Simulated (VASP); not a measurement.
The system is TaSi2.

```
Ta Si
1.0
     4.78390    0.00000    0.00000
    -2.39195    4.14298    0.00000
     0.00000    0.00000    6.57000
Ta Si
3 6
Direct
  0.00000 0.50000 0.33333
  0.50000 0.50000 0.66667
  0.50000 0.00000 0.00000
  0.31794 0.15897 0.33333
  0.15897 0.84103 0.66667
  0.84103 0.68206 0.00000
  0.68206 0.84103 0.33333
  0.84103 0.15897 0.66667
  0.15897 0.31794 0.00000
```

| Quantity | Value |
| --- | --- |
| Program | VASP 6.6.1 |
| Task | relaxation of cell and atoms |
| Functional | BLYP |
| Dispersion | D3(BJ) |
| Potentials or basis | VASP PAW PBE potentials, release 64 (Ta_pv, Si) |
| Cutoff | 600 eV |
| k mesh | 5 × 5 × 3 |
| Occupations | fermi-dirac, width 0.05 eV |
| Spin | no spin polarisation |

At the start: pressure -3.2 GPa; volume 14.47 Å³/atom.

Problem. How do energy, volume and symmetry change on relaxing?

Solution. Over 7 steps the energy falls by 2.9 meV/atom and the volume is 14.24 Å³/atom (-1.6 %); space group P6_422 (No. 181, to 0.05 Å).

Step by step:
| step | energy change (eV) | largest force (eV/Å) | pressure (GPa) | volume (Å³) |
| --- | --- | --- | --- | --- |
| 1 | 0.0000 | 0.0040 | -3.19 | 130.21 |
| 2 | 0.0297 | 0.0627 | 5.30 | 124.85 |
| 3 | -0.0259 | 0.0274 | 0.07 | 128.00 |
| 4 | -0.0259 | 0.0279 | 0.14 | 127.96 |
| 5 | -0.0263 | 0.0192 | 0.05 | 128.06 |
| 6 | -0.0263 | 0.0184 | 0.04 | 128.07 |
| 7 | -0.0264 | 0.0039 | -0.07 | 128.14 |

Final structure:
```yaml
crystal:
  lattice:
    - [4.76898, 0.00000, 0.00000]
    - [-2.38449, 4.13005, 0.00000]
    - [0.00000, 0.00000, 6.50572]
  atoms:
    - { symbol: Ta, position: [0.00000, 0.50000, 0.33333] }
    - { symbol: Ta, position: [0.50000, 0.50000, 0.66667] }
    - { symbol: Ta, position: [0.50000, 0.00000, 0.00000] }
    - { symbol: Si, position: [0.31738, 0.15869, 0.33333] }
    - { symbol: Si, position: [0.15869, 0.84131, 0.66667] }
    - { symbol: Si, position: [0.84131, 0.68262, 0.00000] }
    - { symbol: Si, position: [0.68262, 0.84131, 0.33333] }
    - { symbol: Si, position: [0.84131, 0.15869, 0.66667] }
    - { symbol: Si, position: [0.15869, 0.31738, 0.00000] }
```

Caveat: the PAW data sets were made with another functional, which shifts forces and pressure a little; pairwise dispersion overbinds metals, which lowers pressure and volume.
